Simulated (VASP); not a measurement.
Here is a VASP 6.6.1 calculation.

The input INCAR:

```
SYSTEM = HfC
PREC = Accurate
ENCUT = 520
EDIFF = 1E-6
ISMEAR = -1
SIGMA = 0.05
LREAL = .FALSE.
LASPH = .TRUE.
NELM = 100
ALGO = Normal
ISIF = 2
LWAVE = .FALSE.
LCHARG = .TRUE.
LELF = .TRUE.
LVHAR = .TRUE.
NBANDS = 22
```

The input KPOINTS:

```
regular mesh
0
G
  7 7 4
  0 0 0
```

POSCAR

```
HfC
1.0
    3.2629392794      0.0000000000      0.0000000000
   -1.6314696397      2.8257883070      0.0000000000
    0.0000000000      0.0000000000      5.1752098721
Hf C
2 2
Direct
    0.6666666667      0.3333333333      0.7500000000
    0.3333333333      0.6666666667      0.2500000000
    0.0000000000      0.0000000000      0.0000000000
    0.0000000000      0.0000000000      0.5000000000
```

Potentials or basis: VASP PAW LDA potentials, release 64 (Hf_pv, C).

Launch:

```bash
$ cat potpaw_LDA.64/Hf_pv/POTCAR potpaw_LDA.64/C/POTCAR > POTCAR
$ mpirun -np 1 vasp_std > vasp.out
```

Question: What does it give for the pressure?

Answer: 0.5 GPa.

Question: Predict the band gap on the k mesh.

Answer: Zero (bands 14 and 15 overlap by 1.16 eV).

Stress tensor (GPa, compression positive):
```
0.49 0.00 0.00
0.00 0.49 0.00
0.00 0.00 0.59
```

Caveat: spin-orbit coupling is left out, which moves the levels of the heavy elements.
